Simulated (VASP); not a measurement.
A run of VASP 6.6.1 is set up as follows.

Contents of INCAR:

```
SYSTEM = Li
ALGO = Normal ; EDIFF = 1E-6
ENCUT = 520 ; GGA = PE
ISIF = 2 ; ISMEAR = -1
IVDW = 12 ; LASPH = .True.
LCHARG = .True. ; LELF = .True.
LREAL = Auto ; LVHAR = .True.
LWAVE = .False. ; NBANDS = 38
NELM = 100 ; PREC = Accurate
SIGMA = 0.1
```

KPOINTS

```
k-points
0
Gamma
  3 3 3
  0 0 0
```

POSCAR

```
Li
1.0
    6.9800000000      0.0000000000      0.0000000000
    0.0000000000      6.9800000000      0.0000000000
    0.0000000000      0.0000000000      6.9800000000
Li
16
Direct
    0.0142120344     -0.0237822350      0.0767908309
    0.5759742120      0.0583524355      0.1226361032
    0.0242979943      0.5270773639      0.0058595989
   -0.0164040115     -0.0302435530      0.5431232092
    0.1861747851      0.2480372493      0.2603868195
    0.4612750716      0.5037822350      0.0440974212
    0.5487106017      0.0374498567      0.5729942693
    0.7961174785      0.3161891117      0.3043553009
    0.0898280802      0.5279226361      0.5543553009
    0.2802148997      0.7842550143      0.2795272206
    0.2830229226      0.2283810888      0.7685100287
    0.5113180516      0.5274212034      0.5974785100
    0.7874928367      0.7196418338      0.2908595989
    0.8245988539      0.2301575931      0.8313896848
    0.2345558739      0.7935530086      0.7864613181
    0.7476647564      0.8148280802      0.8520343840
```

Potentials or basis: VASP PAW PBE potentials, release 64 (Li_sv).

Launch:

```console
$ cat potpaw_PBE.64/Li_sv/POTCAR > POTCAR
$ mpirun -np 1 vasp_std > vasp.out
```

Q: Estimate the dispersion energy per atom.

A: -0.161 eV.

Q: What does it give for the largest force?

A: 0.557 eV/Å.

Q: Estimate the band gap on the k mesh.

A: Zero (bands 24 and 25 overlap by 0.44 eV).

Forces on the atoms (eV/Å):
```
Li  -0.037  0.123 -0.114
Li  -0.331 -0.077 -0.154
Li   0.006  0.030  0.024
Li   0.003  0.222 -0.164
Li   0.472  0.106  0.277
Li   0.231 -0.036 -0.037
Li  -0.041 -0.137 -0.383
Li  -0.106 -0.084  0.197
Li  -0.350 -0.115 -0.067
Li   0.182 -0.090  0.235
Li  -0.240 -0.056  0.320
Li   0.245  0.000 -0.190
Li  -0.153  0.079  0.107
Li  -0.099  0.314 -0.139
Li   0.393  0.180  0.270
Li  -0.173 -0.460 -0.180
```
